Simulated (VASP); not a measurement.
HfO2: single point with PBE

HfO2:

```
CELL_PARAMETERS angstrom
5.16425 0.00000 0.00000
0.00000 4.93777 0.00000
0.00000 0.00000 4.93329
ATOMIC_POSITIONS crystal
Hf 0.96638 0.73046 0.74934
Hf 0.53362 0.73046 0.24934
Hf 0.46638 0.26954 0.74934
Hf 0.03362 0.26954 0.24934
O 0.61977 0.91441 0.86460
O 0.88023 0.91441 0.36460
O 0.24268 0.54861 0.49906
O 0.25732 0.54861 0.99906
O 0.75732 0.45139 0.99906
O 0.74268 0.45139 0.49906
O 0.11977 0.08559 0.86460
O 0.38023 0.08559 0.36460
```

| Item | Value |
| --- | --- |
| Program | VASP 6.6.1 |
| Task | single point |
| Functional | PBE |
| Potentials or basis | VASP PAW PBE potentials, release 64 (Hf_pv, O) |
| Cutoff | 520 eV |
| k mesh | 4 × 5 × 4 |
| Occupations | fermi-dirac, width 0.05 eV |
| Spin | no spin polarisation |

```yaml
Pressure: 16.3 GPa
Largest_force: 0.066 eV/Å
Band_gap_on_the_k_mesh: 4.68 eV (least direct gap 4.74 eV)
```

Forces in eV/Å, atoms in the order of the input:
```
Hf  -0.038 -0.019 -0.050
Hf   0.038 -0.019 -0.050
Hf  -0.038  0.019 -0.050
Hf   0.038  0.019 -0.050
O    0.046  0.021  0.026
O   -0.046  0.021  0.026
O   -0.001 -0.040  0.023
O    0.001 -0.040  0.023
O    0.001  0.040  0.023
O   -0.001  0.040  0.023
O    0.046 -0.021  0.026
O   -0.046 -0.021  0.026
```

Stress tensor (GPa, compression positive):
```
16.13  0.00  0.00
 0.00 16.37  0.00
 0.00  0.00 16.47
```

Levels at points of the mesh, in eV from the valence-band top:
| k point | band 40 | band 41 | band 42 | band 43 | band 44 | band 45 | band 46 | band 47 | band 48 | band 49 |
| --- | --- | --- | --- | --- | --- | --- | --- | --- | --- | --- |
| (0.00, 0.00, 0.00) | -0.76 | -0.52 | -0.09 | -0.03 | 0.00 | 5.23 | 5.45 | 5.50 | 6.03 | 6.13 |
| (0.50, 0.00, 0.00) | -0.72 | -0.52 | -0.52 | -0.30 | -0.30 | 5.44 | 5.44 | 5.85 | 5.85 | 6.08 |
| (0.00, 0.00, 0.50) | -0.97 | -0.27 | -0.27 | -0.27 | -0.27 | 4.96 | 4.96 | 5.62 | 5.62 | 6.50 |
| (0.50, 0.00, 0.50) | -1.32 | -0.69 | -0.69 | -0.69 | -0.69 | 5.55 | 5.55 | 5.55 | 5.55 | 6.46 |

Wall time 4.4 min on 1 thread of AMD EPYC 7R43 64-Core Processor (Zen 3) (shared host), peak memory 0.29 GiB.

Caveat: the cell stands under pressure; spin-orbit coupling is left out, which moves the levels of the heavy elements; an odd mesh through Γ misses points on the zone boundary, where band edges can lie.
